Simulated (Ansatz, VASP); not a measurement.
# Cu in VASP and in Ansatz

INCAR

```
SYSTEM = Cu
PREC = Accurate
ENCUT = 520
EDIFF = 1E-6
ISMEAR = 0
SIGMA = 0.15
LREAL = .False.
LASPH = .True.
NELM = 100
ALGO = Normal
ISIF = 2
LWAVE = .False.
LCHARG = .True.
GGA = PS
LELF = .True.
LVHAR = .True.
NBANDS = 12
```

KPOINTS

```
regular mesh
0
Gamma
  22 22 22
  0 0 0
```

File POSCAR:

```
Cu
1.0
    0.0000000000      1.8978750000      1.8526875000
    1.8978750000      0.0000000000      1.8526875000
    1.8978750000      1.8978750000      0.0000000000
Cu
1
Direct
    0.0000000000      0.0000000000      0.0000000000
```

Input for Ansatz:

```yaml
crystal:
  lattice:
    - [0.0, 1.897875, 1.8526875]
    - [1.897875, 0.0, 1.8526875]
    - [1.897875, 1.897875, 0.0]
  atoms:
    - { symbol: Cu, position: [0.0, 0.0, 0.0] }
basis:
  ecutwfc: 420
kpoints:
  mp_grid: { grid: [22, 22, 22] }
hamiltonian:
  xc: pbesol
scf:
  occupations: { method: gaussian, width: 0.15 }
output:
  forces: true
  stress: true
  eigenvalues: true
```

Change from the starting cell: strain +0.050 along x and y, +0.025 along z, atoms carried along.

Alike in both runs: task single point; functional PBEsol; k mesh 22 × 22 × 22; occupations gaussian, width 0.15 eV; no spin polarisation.

|  | VASP | Ansatz |
| --- | --- | --- |
| version | VASP 6.6.1 | Ansatz 0.2.0 |
| potentials or method | VASP PAW PBE potentials, release 64 (Cu), cutoff 520 eV | scalar-relativistic, plane waves, PAW |
| valence electrons in the cell | 11 | 19 |

|  | VASP | Ansatz | Ansatz less VASP |
| --- | --- | --- | --- |
| gap on the k mesh at the Fermi level (eV) | none | none | - |
| pressure (GPa) | -17.7 | -18.3 | -0.63 |
| traceless stress, the component that is largest in VASP (GPa) | 0.63 | 0.63 | 0.000 |

VASP's potentials were made for PBE, not for PBEsol. A gap of «none» marks a metal or a gap that the smearing closes. VASP's potentials hold 11 valence electrons a cell and Ansatz's 19, so a difference there can come from the potentials and not from the codes.
